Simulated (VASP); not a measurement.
Set up this calculation in VASP 6.6.1, as the native input.

| Item | Value |
| --- | --- |
| Task | single point |
| Functional | PBEsol |
| Potentials or basis | VASP PAW PBE potentials, release 64 (Pt, N, Cl) |
| Cutoff | 520 eV |
| k mesh | 5 × 5 × 5 |
| Occupations | gaussian, width 0.15 eV |
| Spin | no spin polarisation |
| Dipole correction | no |
| Further INCAR settings | ALGO = Normal; EDIFF = 1e-07; NBANDS = 41 |

The structure of PtN2Cl6 lies in POSCAR:

```
PtN2Cl6
1.0
    6.8050560000      0.0000000000      0.0000000000
    3.4025280000      5.8933513702      0.0000000000
    3.4025280000      1.9644504567      5.5563049570
Pt N Cl
1 2 6
Direct
    0.0000000000      0.0000000000      0.0000000000
    0.7500000000      0.7500000000      0.7500000000
    0.2500000000      0.2500000000      0.2500000000
    0.7594300000      0.7594300000      0.2405700000
    0.2405700000      0.7594300000      0.2405700000
    0.7594300000      0.2405700000      0.2405700000
    0.2405700000      0.2405700000      0.7594300000
    0.7594300000      0.2405700000      0.7594300000
    0.2405700000      0.7594300000      0.7594300000
```

The input as run:

INCAR

```
PREC = Accurate
ENCUT = 520
EDIFF = 1E-7
ISMEAR = 0
SIGMA = 0.15
LREAL = False
LASPH = True
NELM = 80
ALGO = Normal
ISIF = 2
LWAVE = False
LCHARG = True
GGA = PS
LELF = True
LVHAR = True
NBANDS = 41
```

KPOINTS

```
regular mesh
0
Gamma
  5 5 5
```

Potentials or basis: VASP PAW PBE potentials, release 64 (Pt, N, Cl).

Command:

```console
$ cat potpaw_PBE.64/Pt/POTCAR potpaw_PBE.64/N/POTCAR potpaw_PBE.64/Cl/POTCAR > POTCAR
$ mpirun -np 1 vasp_std > vasp.out
```

It gave:

```yaml
Pressure: -4.8 GPa
Largest_force: 0.401 eV/Å
Band_gap_on_the_k_mesh: zero (band 31 reaches 0.07 eV, above the bottom of band 32 at -0.11 eV)
```

Caveat: the PAW data sets were made with another functional, which shifts forces and pressure a little; spin-orbit coupling is left out, which moves the levels of the heavy elements.

Run time: 2.3 min on 1 thread of Intel(R) Xeon(R) 6975P-C (Granite Rapids), on a shared host, peak memory 0.43 GiB.
